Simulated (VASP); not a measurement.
# BAs (F-43m) in VASP: notebook

The runs below take BAs through relaxation of cell and atoms, single point, with revPBE, RPBE+D4, LDA, PBE.

Everything below comes from runs of VASP 6.6.1. Logs are shortened: lines on timing, memory, paths and dates and some standing lists are left out, and cuts for length are marked.

**1. The cell of the first run**

It takes space group F-43m (No. 216, cubic). The conventional cell has a = 4.777 Å, b = 4.777 Å, c = 4.777 Å, α = 90.00°, β = 90.00°, γ = 90.00°. As (site symmetry -43m) has 4 B at 2.07 Å within 2.7 Å. Within 2.7 Å of B (site symmetry -43m) lie 4 As at 2.07 Å.

**2. Relaxation of cell and atoms, revPBE**

INCAR reads:

```
ALGO     = Normal         # electronic algorithm
EDIFF    = 1E-6           # SCF threshold, eV
EDIFFG   = -0.005         # ionic threshold
ENCUT    = 600            # plane-wave cutoff, eV
GGA      = RE             # functional
IBRION   = 2              # ionic algorithm
ISIF     = 3              # what is computed and relaxed
ISMEAR   = -1             # smearing method
LASPH    = T              # aspherical terms in the spheres
LCHARG   = F              # write CHGCAR
LREAL    = F              # projectors in reciprocal space
LWAVE    = F              # write WAVECAR
NELM     = 60             # most SCF steps
NSW      = 80             # ionic steps
PREC     = Accurate       # precision mode
SIGMA    = 0.05           # smearing width, eV
```

KPOINTS reads:

```
k-points
0
Gamma
  10 10 10
```

POSCAR reads:

```
BAs
1.0
    0.0000000000      2.3885000000      2.3885000000
    2.3885000000      0.0000000000      2.3885000000
    2.3885000000      2.3885000000      0.0000000000
As B
1 1
Direct
    0.7500000000      0.7500000000      0.7500000000
    0.0000000000      0.0000000000      0.0000000000
```

Potentials or basis: VASP PAW PBE potentials, release 64 (As, B).

The run is started by

```
> cat potpaw_PBE.64/As/POTCAR potpaw_PBE.64/B/POTCAR > POTCAR
> mpirun -np 1 vasp_std > vasp.out
```

OUTCAR:

```text
EDIFF = 1E-6
   EDIFFG = -0.005
   ENCUT = 600
   GGA = RE
   IBRION = 2
   ISIF = 3
   ISMEAR = -1
   LASPH = T
   LREAL = F
   NELM = 60
   NSW = 80
   PREC = Accurate

 ion  position               nearest neighbor table
   1  0.750  0.750  0.750-   2 2.07   2 2.07   2 2.07   2 2.07
   2  0.000  0.000  0.000-   1 2.07   1 2.07   1 2.07   1 2.07

  LATTYP: Found a face centered cubic cell.
 ALAT       =     4.7770000000

  Lattice vectors:

 A1 = (   0.0000000000,   2.3885000000,   2.3885000000)
 A2 = (   2.3885000000,   0.0000000000,   2.3885000000)
 A3 = (   2.3885000000,   2.3885000000,   0.0000000000)

Analysis of symmetry for initial positions (statically):
=====================================================================
 Subroutine PRICEL returns:
 Original cell was already a primitive cell.

 Routine SETGRP: Setting up the symmetry group for a
 face centered cubic supercell.

 Subroutine GETGRP returns: Found 24 space group operations
 (whereof 24 operations were pure point group operations)
 out of a pool of 48 trial point group operations.

The static configuration has the point symmetry T_d .

Analysis of symmetry for dynamics (positions and initial velocities):
=====================================================================
 Subroutine PRICEL returns:
 Original cell was already a primitive cell.

 Routine SETGRP: Setting up the symmetry group for a
 face centered cubic supercell.

 Subroutine GETGRP returns: Found 24 space group operations
 (whereof 24 operations were pure point group operations)
 out of a pool of 48 trial point group operations.

The dynamic configuration has the point symmetry T_d .

 Subroutine INISYM returns: Found 24 space group operations
 (whereof 24 operations are pure point group operations),
 and found     1 'primitive' translations

----------------------------------------------------------------------------------------

                                     Primitive cell

  volume of cell :      27.2525

  direct lattice vectors                    reciprocal lattice vectors
     0.000000000  2.388500000  2.388500000    -0.209336404  0.209336404  0.209336404
     2.388500000  0.000000000  2.388500000     0.209336404 -0.209336404  0.209336404
     2.388500000  2.388500000  0.000000000     0.209336404  0.209336404 -0.209336404

  length of vectors
     3.377849094  3.377849094  3.377849094     0.362581287  0.362581287  0.362581287

  position of ions in fractional coordinates (direct lattice)
     0.750000000  0.750000000  0.750000000
     0.000000000  0.000000000  0.000000000

  ion indices of the primitive-cell ions
   primitive index   ion index
                 1           1
                 2           2

----------------------------------------------------------------------------------------

 KPOINTS: k-points

Automatic generation of k-mesh.
 Grid dimensions read from file:
 generate k-points for:   10   10   10

 Generating k-lattice:

  Cartesian coordinates                     Fractional coordinates (reciprocal lattice)
    -0.020933640  0.020933640  0.020933640     0.100000000  0.000000000  0.000000000
     0.020933640 -0.020933640  0.020933640     0.000000000  0.100000000  0.000000000
     0.020933640  0.020933640 -0.020933640     0.000000000  0.000000000  0.100000000

  Length of vectors
     0.036258129  0.036258129  0.036258129

  Shift w.r.t. Gamma in fractional coordinates (k-lattice)
     0.000000000  0.000000000  0.000000000

 Subroutine IBZKPT returns following result:
 ===========================================

 Found     47 irreducible k-points:

 Following reciprocal coordinates:
            Coordinates               Weight
  0.000000  0.000000  0.000000      1.000000
  0.100000  0.000000  0.000000      8.000000
  0.200000  0.000000  0.000000      8.000000
  0.300000  0.000000  0.000000      8.000000
  0.400000  0.000000  0.000000      8.000000
  0.500000  0.000000  0.000000      4.000000
[... 16 lines left out ...]
  0.300000  0.300000  0.000000      6.000000
  0.400000  0.300000  0.000000     24.000000
 [... further k-points ...]
   k-points           NKPTS =     47   k-points in BZ     NKDIM =     47   number of bands    NBANDS=      8
   number of dos      NEDOS =    301   number of ions     NIONS =      2
   total plane-waves  NPLWV =  21952
   dimension x,y,z NGX =    28 NGY =   28 NGZ =   28
   dimension x,y,z NGXF=    56 NGYF=   56 NGZF=   56
   ions per type =               1   1
   NGX,Y,Z   is equivalent  to a cutoff of  13.78, 13.78, 13.78 a.u.
   NGXF,Y,Z  is equivalent  to a cutoff of  27.56, 27.56, 27.56 a.u.
 SYSTEM =  unknown system
   PREC   = accura    normal or accurate (medium, high low for compatibility)
   ISTART =      0    job   : 0-new  1-cont  2-samecut
   ICHARG =      2    charge: 1-file 2-atom 10-const
   ISPIN  =      1    spin polarized calculation?
   LNONCOLLINEAR =      F non collinear calculations
   LSORBIT =      F    spin-orbit coupling
   LASPH  =      T    aspherical Exc in radial PAW
   ENCUT  =  600.0 eV  44.10 Ry    6.64 a.u.   6.75  6.75  6.75*2*pi/ulx,y,z
   NELM   =     60;   NELMIN=  2; NELMDL= -5     # of ELM steps
   EDIFF  = 0.1E-05   stopping-criterion for ELM
   LREAL  =      F    real-space projection
   EDIFFG = -.5E-02   stopping-criterion for IOM
   NSW    =     80    number of steps for IOM
   IBRION =      2    ionic relax: 0-MD 1-quasi-New 2-CG
   NFREE  =      1    steps in history (QN), initial steepest desc. (CG)
   ISIF   =      3    stress and relaxation
   ISYM   =      2    0-nonsym 1-usesym 2-fastsym
   POTIM  = 0.5000    time-step for ionic-motion
   TEBEG  =    0.0;   TEEND  =   0.0 temperature during run
   PSTRESS=    0.0 pullay stress
   NELECT =       8.0000    total number of electrons
   NUPDOWN=      -1.0000    fix difference up-down
   EMIN   =  10.00;   EMAX   =-10.00  energy-range for DOS
   EFERMI =   0.00;   METHOD = LEGACY
   ISMEAR =    -1;   SIGMA  =   0.05  broadening in eV -4-tet -1-fermi 0-gaus
   EFERMI_NEDOS =   21; number of points for ismear=-14 and -15
   IALGO  =     38    algorithm
   IMIX   =      4    mixing-type and parameters
     AMIX     =   0.40;   BMIX     =  1.00
     AMIX_MAG =   1.60;   BMIX_MAG =  1.00
  volume/ion in A,a.u.               =      13.63        91.95
  Fermi-wavevector in a.u.,A,eV,Ry     =   1.088018  2.056057 16.106360  1.183784
  Thomas-Fermi vector in A             =   2.224191
   LORBIT       =      0    0 simple, 1 ext, 2 COOP (PROOUT), +10 PAW based schemes
   GGA     = RE    functional components
   LHFCALC =     F    Hartree Fock is set to
   AEXX    =    0.0000 exact exchange contribution
   IVDW    =     0    specifies the selected vdW correction
   LEPSILON=     F    determine dielectric tensor
   LRPA    =     F    only Hartree local field effects (RPA)
 conjugate gradient relaxation of ions
 non-spin polarized calculation
  energy-cutoff  :      600.00
  volume of cell :       27.25
 maximum number of plane-waves:       941
   NGX = 13   NGY = 13   NGZ = 13

--------------------------------------- Ionic step        1  -------------------------------------------

 number of electron       8.0000000 magnetization

 Free energy of the ion-electron system (eV)
  ---------------------------------------------------
  ext. energy  EPLUGINS =         0.00000000
  ---------------------------------------------------
  free energy    TOTEN  =       -10.84964165 eV

  energy without entropy =      -10.84964158  energy(sigma->0) =      -10.84964161

------------------------ aborting loop because EDIFF is reached ----------------------------------------

  FORCE on cell =-STRESS in cart. coord.  units (eV):
  Direction    XX          YY          ZZ          XY          YZ          ZX
  --------------------------------------------------------------------------------------
  -------------------------------------------------------------------------------------
  Total        0.9095690      0.9095690      0.9095690      0.0000000     -0.0000000     -0.0000000
  in kB       53.4737347     53.4737347     53.4737347      0.0000000     -0.0000000     -0.0000000
  external PRESSURE =      53.4737347 kB  Pullay stress =       0.0000000 kB
[... 57 lines left out ...]
  energy  without entropy=      -10.8594541938  energy(sigma->0) =      -10.85945421

--------------------------------------- Ionic step        3  -------------------------------------------

 number of electron       8.0000000 magnetization

 Free energy of the ion-electron system (eV)
  ---------------------------------------------------
  ext. energy  EPLUGINS =         0.00000000
  ---------------------------------------------------
  free energy    TOTEN  =       -10.86704968 eV

  energy without entropy =      -10.86704963  energy(sigma->0) =      -10.86704966

 E-fermi :   6.3851     XC(G=0): -10.3525

 val. band max:        5.7828800898   @ k =   0.0000   0.0000   0.0000
 cond. band min:       7.0218019109   @ k =   0.4000   0.4000   0.0000
 fundamental gap:      1.2389218211
 Fermi energy:         6.3850830939

 k-point     1 :       0.0000    0.0000    0.0000
  band No.  band energies     occupation
      1      -9.2738      2.00000
      2       5.7829      1.99999
      3       5.7829      1.99999
      4       5.7829      1.99999
      5       9.0111      0.00000
      6       9.0111      0.00000
      7       9.0111      0.00000
      8       9.9982      0.00000
[... 243 lines left out ...]
 k-point    24 :       0.4000    0.3000    0.0000
  band No.  band energies     occupation
      1      -6.7310      2.00000
      2      -0.5895      2.00000
      3       1.9638      2.00000
      4       2.4314      2.00000
      5       7.5211      0.00000
      6       9.1883      0.00000
      7      14.3737      0.00000
      8      14.6222      0.00000

 [... further k-points ...]
[... 5 lines left out ...]
  --------------------------------------------------------------------------------------
  -------------------------------------------------------------------------------------
  Total        0.0005677      0.0005677      0.0005677      0.0000000      0.0000000     -0.0000000
  in kB        0.0321022      0.0321022      0.0321022      0.0000000      0.0000000     -0.0000000
  external PRESSURE =       0.0321022 kB  Pullay stress =       0.0000000 kB
[... 17 lines left out ...]
  FREE ENERGIE OF THE ION-ELECTRON SYSTEM (eV)
  ---------------------------------------------------
  free  energy   TOTEN  =       -10.8670496818 eV

  energy  without entropy=      -10.8670496327  energy(sigma->0) =      -10.86704966

 reached required accuracy - stopping structural energy minimisation
```

Run time: 22 s. Hardware: 1 thread of Intel Xeon Platinum 8488C (Sapphire Rapids), shared host; peak memory 0.16 GiB.

Results:

```
Free energy                            : -10.8670 eV
Relaxed volume                         : 14.17 Å³/atom
Relaxed cell                           : a = 3.422 Å, b = 3.422 Å, c = 3.422 Å, α = 60.00°, β = 60.00°, γ = 60.00°
Space group after relaxing (to 0.05 Å) : F-43m (No. 216)
Energy gained by relaxing              : 8.7 meV/atom
Ionic steps                            : 3
Pressure after relaxing                : 0.0 GPa
Band gap on the k mesh                 : 1.24 eV, indirect (least direct gap 3.23 eV)
```

Step by step:
| step | energy change (eV) | largest force (eV/Å) | pressure (GPa) | volume (Å³) |
| --- | --- | --- | --- | --- |
| 1 | 0.0000 | 0.0000 | 5.35 | 27.25 |
| 2 | -0.0098 | 0.0000 | -3.15 | 29.09 |
| 3 | -0.0174 | 0.0000 | 0.00 | 28.33 |

Final structure:
```yaml
crystal:
  lattice:
    - [0.00000, 2.41966, 2.41966]
    - [2.41966, 0.00000, 2.41966]
    - [2.41966, 2.41966, 0.00000]
  atoms:
    - { symbol: As, position: [0.75000, 0.75000, 0.75000] }
    - { symbol: B, position: [0.00000, 0.00000, 0.00000] }
```

Caveat: the PAW data sets were made with another functional, which shifts forces and pressure a little. revPBE gives volumes clearly too large for solids.

**3. Single point, RPBE+D4**

This run uses another cell than the first one, of 13.15 Å³/atom, 0.965 times its volume.

INCAR reads:

```
SYSTEM = BAs
PREC = Accurate
ENCUT = 520
EDIFF = 1E-6
ISMEAR = -1
SIGMA = 0.05
LREAL = .False.
LASPH = .True.
NELM = 60
ALGO = Normal
ISIF = 2
LWAVE = .False.
LCHARG = .True.
GGA = RP
IVDW = 13
LELF = .True.
LVHAR = .True.
NBANDS = 11
```

KPOINTS reads:

```
Automatic mesh
0
Gamma
  10 10 10
  0 0 0
```

POSCAR reads:

```
BAs
1.0
    0.0000000000      2.3605889844      2.3605889844
    2.3605889844      0.0000000000      2.3605889844
    2.3605889844      2.3605889844      0.0000000000
As B
1 1
Direct
    0.7500000000      0.7500000000      0.7500000000
    0.0000000000      0.0000000000      0.0000000000
```

Potentials or basis: VASP PAW PBE potentials, release 64 (As, B).

The run is started by

```
> cat potpaw_PBE.64/As/POTCAR potpaw_PBE.64/B/POTCAR > POTCAR
> mpirun -np 1 vasp_std > vasp.out
```

It took 21 s on 1 thread of Intel Xeon Platinum 8488C (Sapphire Rapids), shared host; peak memory 0.16 GiB.

The run converged. Its results:

- Free energy: -12.3047 eV
- Pressure: 0.7 GPa
- Band gap on the k mesh: 1.17 eV, indirect (least direct gap 3.32 eV)
- Dispersion energy per atom: -0.815 eV

Levels at points of the mesh, in eV from the valence-band top:
```
           k point  band 1  band 2  band 3  band 4  band 5  band 6  band 7  band 8
(0.00, 0.00, 0.00)  -15.73    0.00    0.00    0.00    3.32    3.32    3.32    5.16
(0.50, 0.00, 0.00)  -12.73   -9.06   -1.89   -1.89    2.92    4.82    4.82    9.02
(0.50, 0.50, 0.00)  -11.33   -8.77   -4.24   -4.24    1.39    1.46   11.77   11.77
```

Caveat: the PAW data sets were made with another functional, which shifts forces and pressure a little. A k mesh can miss the band edges.

**4. Single point, LDA**

INCAR reads:

```
SYSTEM = BAs
PREC = Accurate ; ENCUT = 520
EDIFF = 1E-6 ; ISMEAR = -1
SIGMA = 0.05 ; LREAL = .FALSE.
LASPH = .TRUE. ; NELM = 60
ALGO = Normal ; ISIF = 2
LWAVE = .FALSE. ; LCHARG = .FALSE.
GGA = CA ; NBANDS = 11
```

KPOINTS reads:

```
Automatic mesh
0
G
  10 10 10
  0 0 0
```

POSCAR reads:

```
BAs
1.0
    0.0000000000      2.3885000000      2.3885000000
    2.3885000000      0.0000000000      2.3885000000
    2.3885000000      2.3885000000      0.0000000000
As B
1 1
Direct
    0.7500000000      0.7500000000      0.7500000000
    0.0000000000      0.0000000000      0.0000000000
```

Potentials or basis: VASP PAW LDA potentials, release 64 (As, B).

The run is started by

```
> cat potpaw_LDA.64/As/POTCAR potpaw_LDA.64/B/POTCAR > POTCAR
> mpirun -np 1 vasp_std > vasp.out
```

Wall time 14 s (1 thread of Intel Xeon Platinum 8488C (Sapphire Rapids), shared host); peak memory 0.15 GiB.

The run converged. Its results:

| Property | Result |
| --- | --- |
| Free energy | -12.9209 eV |
| Pressure | -3.1 GPa |
| Band gap on the k mesh | 1.12 eV, indirect (least direct gap 3.25 eV) |

Levels at points of the mesh, in eV from the valence-band top:
| k point | band 1 | band 2 | band 3 | band 4 | band 5 | band 6 | band 7 | band 8 |
| --- | --- | --- | --- | --- | --- | --- | --- | --- |
| (0.00, 0.00, 0.00) | -15.38 | 0.00 | 0.00 | 0.00 | 3.25 | 3.25 | 3.25 | 4.69 |
| (0.50, 0.00, 0.00) | -12.52 | -8.76 | -1.82 | -1.82 | 2.69 | 4.75 | 4.75 | 8.69 |
| (0.50, 0.50, 0.00) | -11.24 | -8.43 | -4.08 | -4.08 | 1.34 | 1.41 | 11.23 | 11.23 |

[end of part 1 of 2]
